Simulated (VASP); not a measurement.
# PrSn2BrO4 (P4/mmm) in VASP: single point with PBE

Aim: the single point of PrSn2BrO4 with PBE.

Program: VASP 6.6.1. These are calculated values, not measurements. Logs are shortened: lines on timing, memory, paths and dates and some standing lists are left out, and cuts for length are marked.

## (1) The cell of the first run

The structure is tetragonal, space group P4/mmm (No. 123). Conventional cell: a = 3.757 Å, b = 3.757 Å, c = 8.897 Å, α = 90.00°, β = 90.00°, γ = 90.00°. Within 2.9 Å of Sn (site symmetry 4mm) lie 4 O at 2.17 Å. Within 2.9 Å of O (site symmetry 2mm) lie 2 Sn at 2.17 Å and 2 Pr at 2.30 Å and 5 O at 2.66 to 2.67 Å. Br (site symmetry 4/mmm) has 8 Sn at 3.35 Å and 8 O at 3.64 Å and 4 Br at 3.76 Å and 2 Pr at 4.45 Å within 4.5 Å. Within 3.0 Å of Pr (site symmetry 4/mmm) lie 8 O at 2.30 Å.

## (2) Single point, PBE, collinear spin

The input, INCAR:

```
SYSTEM = PrSn2BrO4
PREC = Accurate
ENCUT = 520
EDIFF = 1E-6
ISMEAR = -1
SIGMA = 0.1
LREAL = .False.
LASPH = .True.
NELM = 150
ALGO = Normal
ISIF = 2
LWAVE = .False.
LCHARG = .False.
ISPIN = 2
MAGMOM = -0.01 -0.01 -0.04 -0.04 -0.04 -0.04 0.01 1.25
LORBIT = 11
LMAXMIX = 6
GGA = PE
NBANDS = 50
```

The input, KPOINTS:

```
Automatic mesh
0
Gamma
  5 5 2
  0.5 0.5 0.5
```

The input, POSCAR:

```
PrSn2BrO4
1.0
    3.7565477500      0.0000000000      0.0000000000
    0.0000000000      3.7565477500      0.0000000000
    0.0000000000      0.0000000000      8.8974452000
Sn O Br Pr
2 4 1 1
Direct
    0.5000000000      0.5000000000      0.7285000000
    0.5000000000      0.5000000000      0.2715000000
    0.5000000000      0.0000000000      0.8500000000
    0.0000000000      0.5000000000      0.8500000000
    0.5000000000      0.0000000000      0.1500000000
    0.0000000000      0.5000000000      0.1500000000
    0.0000000000      0.0000000000      0.5000000000
    0.0000000000      0.0000000000      0.0000000000
```

Potentials or basis: VASP PAW PBE potentials, release 64 (Sn_d, O, Br, Pr).

Launch:

```console
cat potpaw_PBE.64/Sn_d/POTCAR potpaw_PBE.64/O/POTCAR potpaw_PBE.64/Br/POTCAR potpaw_PBE.64/Pr/POTCAR > POTCAR
mpirun -np 1 vasp_std > vasp.out
```

OUTCAR:

```text
SYSTEM = PrSn2BrO4
   PREC = Accurate
   ENCUT = 520
   EDIFF = 1E-6
   ISMEAR = -1
   LREAL = .False.
   LASPH = .True.
   NELM = 150
   ISIF = 2
   ISPIN = 2
   LORBIT = 11
   GGA = PE

 ion  position               nearest neighbor table
   1  0.500  0.500  0.728-   3 2.17   4 2.17   3 2.17   4 2.17   8 3.59   8 3.59   8 3.59   8 3.59

   2  0.500  0.500  0.272-   5 2.17   6 2.17   5 2.17   6 2.17   8 3.59   8 3.59   8 3.59   8 3.59

   3  0.500  0.000  0.850-   1 2.17   1 2.17   8 2.30   8 2.30
   4  0.000  0.500  0.850-   1 2.17   1 2.17   8 2.30   8 2.30
   5  0.500  0.000  0.150-   2 2.17   2 2.17   8 2.30   8 2.30
   6  0.000  0.500  0.150-   2 2.17   2 2.17   8 2.30   8 2.30
   7  0.000  0.000  0.500-
   8  0.000  0.000  0.000-   3 2.30   4 2.30   5 2.30   6 2.30   4 2.30   6 2.30   3 2.30   5 2.30
                             1 3.59   2 3.59   1 3.59   2 3.59   1 3.59   2 3.59   1 3.59   2 3.59

  LATTYP: Found a simple tetragonal cell.
 ALAT       =     3.7565477500
 C/A-ratio  =     2.3685164657

  Lattice vectors:

 A1 = (   3.7565477500,   0.0000000000,   0.0000000000)
 A2 = (   0.0000000000,   3.7565477500,   0.0000000000)
 A3 = (   0.0000000000,   0.0000000000,   8.8974452000)

Analysis of symmetry for initial positions (statically):
=====================================================================
 Subroutine PRICEL returns:
 Original cell was already a primitive cell.

 Routine SETGRP: Setting up the symmetry group for a
 simple tetragonal supercell.

 Subroutine GETGRP returns: Found 16 space group operations
 (whereof 16 operations were pure point group operations)
 out of a pool of 16 trial point group operations.

The static configuration has the point symmetry D_4h.

Analysis of symmetry for dynamics (positions and initial velocities):
=====================================================================
 Subroutine PRICEL returns:
 Original cell was already a primitive cell.

 Routine SETGRP: Setting up the symmetry group for a
 simple tetragonal supercell.

 Subroutine GETGRP returns: Found 16 space group operations
 (whereof 16 operations were pure point group operations)
 out of a pool of 16 trial point group operations.

The dynamic configuration has the point symmetry D_4h.

Analysis of structural, dynamic, and magnetic symmetry:
=====================================================================
 Subroutine PRICEL returns:
[... 148 lines left out ...]
  free energy    TOTEN  =       -49.46838248 eV

  energy without entropy =      -49.21064498  energy(sigma->0) =      -49.33951373

 E-fermi :   6.5554     XC(G=0): -10.7871

 val. band max:        6.5447771097   @ k =   0.3000   0.1000   0.2500
 cond. band min:       6.6197379074   @ k =   0.5000   0.1000   0.2500
 fundamental gap:      0.0749607976
 Fermi energy:         6.5553957511

 spin component 1

 k-point     1 :       0.1000    0.1000    0.2500
  band No.  band energies     occupation
      1     -28.6070      1.00000
      2     -14.8157      1.00000
      3     -14.7824      1.00000
      4     -14.5962      1.00000
      5     -14.5030      1.00000
      6     -14.4586      1.00000
[... 295 lines left out ...]
     47      12.2545      0.00000
     48      12.2552      0.00000
 Fermi energy:         6.5553957511

 spin component 2

 k-point     1 :       0.1000    0.1000    0.2500
  band No.  band energies     occupation
      1     -28.6317      1.00000
      2     -14.8155      1.00000
      3     -14.7821      1.00000
      4     -14.5968      1.00000
      5     -14.5033      1.00000
      6     -14.4590      1.00000
[... 295 lines left out ...]
     47      12.2295      0.00000
     48      12.2555      0.00000
 [bands above 48 left out]

------------------------ aborting loop because EDIFF is reached ----------------------------------------

  FORCE on cell =-STRESS in cart. coord.  units (eV):
  Direction    XX          YY          ZZ          XY          YZ          ZX
  --------------------------------------------------------------------------------------
  -------------------------------------------------------------------------------------
  Total        9.7744589      9.7744589      7.9547757      0.0000000      0.0000000      0.0000000
  in kB      124.7269080    124.7269080    101.5068545      0.0000000      0.0000000      0.0000000
  external PRESSURE =     116.9868902 kB  Pullay stress =       0.0000000 kB

 VOLUME and BASIS-vectors are now :
 -----------------------------------------------------------------------------
  energy-cutoff  :      520.00
  volume of cell :      125.56
      direct lattice vectors                 reciprocal lattice vectors
     3.756547750  0.000000000  0.000000000     0.266201860  0.000000000  0.000000000
     0.000000000  3.756547750  0.000000000     0.000000000  0.266201860  0.000000000
     0.000000000  0.000000000  8.897445200     0.000000000  0.000000000  0.112391813

 POSITION                                       TOTAL-FORCE (eV/Angst)
 -----------------------------------------------------------------------------------
      1.87827      1.87827      6.48179         0.000000     -0.000000     -1.363695
      1.87827      1.87827      2.41566        -0.000000      0.000000      1.363695
      1.87827      0.00000      7.56283        -0.000000     -0.000000      0.011665
      0.00000      1.87827      7.56283        -0.000000      0.000000      0.011665
      1.87827      0.00000      1.33462        -0.000000      0.000000     -0.011665
      0.00000      1.87827      1.33462         0.000000     -0.000000     -0.011665
      0.00000      0.00000      4.44872        -0.000000     -0.000000      0.000000
      0.00000      0.00000      0.00000        -0.000000     -0.000000      0.000000
 -----------------------------------------------------------------------------------
    total drift:                                0.000000      0.000000     -0.000000

  FREE ENERGIE OF THE ION-ELECTRON SYSTEM (eV)
  ---------------------------------------------------
  free  energy   TOTEN  =       -49.4683824798 eV

  energy  without entropy=      -49.2106449818  energy(sigma->0) =      -49.33951373

 total charge

# of ion       s       p       d       f       tot
--------------------------------------------------
    1        1.241   0.779  10.124   0.000  12.144
    2        1.241   0.779  10.124   0.000  12.144
    3        1.580   3.465   0.000   0.000   5.045
    4        1.580   3.465   0.000   0.000   5.045
    5        1.580   3.465   0.000   0.000   5.045
    6        1.580   3.465   0.000   0.000   5.045
    7        1.622   3.195   0.017   0.000   4.833
    8        1.958   5.430   0.616   1.887   9.890
--------------------------------------------------
tot         12.381  24.044  20.880   1.887  59.192

 magnetization (x)

# of ion       s       p       d       f       tot
--------------------------------------------------
    1       -0.000  -0.001  -0.000   0.000  -0.001
    2       -0.000  -0.001  -0.000   0.000  -0.001
    3        0.000   0.002   0.000   0.000   0.002
    4        0.000   0.002   0.000   0.000   0.002
    5        0.000   0.002   0.000   0.000   0.002
    6        0.000   0.002   0.000   0.000   0.002
    7        0.000   0.002  -0.000   0.000   0.002
    8        0.000   0.002  -0.000  -0.051  -0.049
--------------------------------------------------
tot          0.001   0.007  -0.001  -0.051  -0.043
```

OSZICAR:

```text
N       E                     dE             d eps       ncg     rms          rms(c)
DAV:   1     0.887930523575E+03    0.88793E+03   -0.31996E+04  1570   0.266E+03
DAV:   2     0.132238304451E+03   -0.75569E+03   -0.68806E+03  1536   0.629E+02
DAV:   3    -0.500415370954E+02   -0.18228E+03   -0.17226E+03  1938   0.261E+02
DAV:   4    -0.631497625076E+02   -0.13108E+02   -0.12911E+02  1944   0.793E+01
[... 13 lines left out ...]
DAV:  70    -0.494683816988E+02   -0.14062E-05   -0.38914E-06  1100   0.158E-02    0.318E-02
DAV:  71    -0.494683796540E+02    0.20447E-05   -0.25416E-05  1816   0.472E-02    0.190E-02
DAV:  72    -0.494683821865E+02   -0.25325E-05   -0.26792E-06  1034   0.137E-02    0.200E-02
DAV:  73    -0.494683824798E+02   -0.29335E-06   -0.54142E-07   674   0.762E-03
   1 F= -.49468382E+02 E0= -.49339514E+02  d E =-.257737E+00  mag=    -0.0488
```

It took 15 min on 1 thread of AMD EPYC 7R43 (Zen 3), shared host; peak memory 0.3 GiB.

Results:

```
Free energy                                           : -49.4684 eV
Pressure                                              : 11.7 GPa
Largest force                                         : 1.364 eV/Å
Net moment                                            : -0.05 μB per cell
Site moments                                          : Sn -0.00; O +0.00; Br +0.00; Pr -0.05 μB
Valence electrons inside the program's atomic spheres : Sn 12.14; O 5.04; Br 4.83; Pr 9.89
```

Forces on the atoms (eV/Å):
```
Sn   0.000  0.000 -1.364
Sn   0.000  0.000  1.364
O    0.000  0.000  0.012
O    0.000  0.000  0.012
O    0.000  0.000 -0.012
O    0.000  0.000 -0.012
Br   0.000  0.000  0.000
Pr   0.000  0.000  0.000
```

Stress tensor (GPa, compression positive):
```
12.47  0.00  0.00
 0.00 12.47  0.00
 0.00  0.00 10.15
```

Levels at points of the mesh, in eV from the Fermi level:
Spin up:
```
           k point  band 34  band 35  band 36  band 37  band 38  band 39
(0.10, 0.10, 0.25)    -2.10    -0.99    -0.21     0.08     0.34     0.35
```
Spin down:
```tsv
k point	band 32	band 33	band 34	band 35	band 36	band 37	band 38	band 39	band 40	band 41
(0.10, 0.10, 0.25)	-2.44	-2.34	-2.10	-0.99	-0.18	0.27	0.28	0.32	0.52	0.60
```

Caveat: the magnetic or orbital state may not be the lowest; the cell stands under pressure; the moments typed at the start vanished in this run; spin-orbit coupling is left out, which moves the levels of the heavy elements; semilocal functionals describe open f shells poorly, which spoils levels, moments and volumes; forces of over 1 eV/Å act on the atoms, so gaps and moduli don't describe the material at rest. With open d or f shells a metallic result of PBE can be an artefact of self-interaction; +U or a hybrid may open a gap.
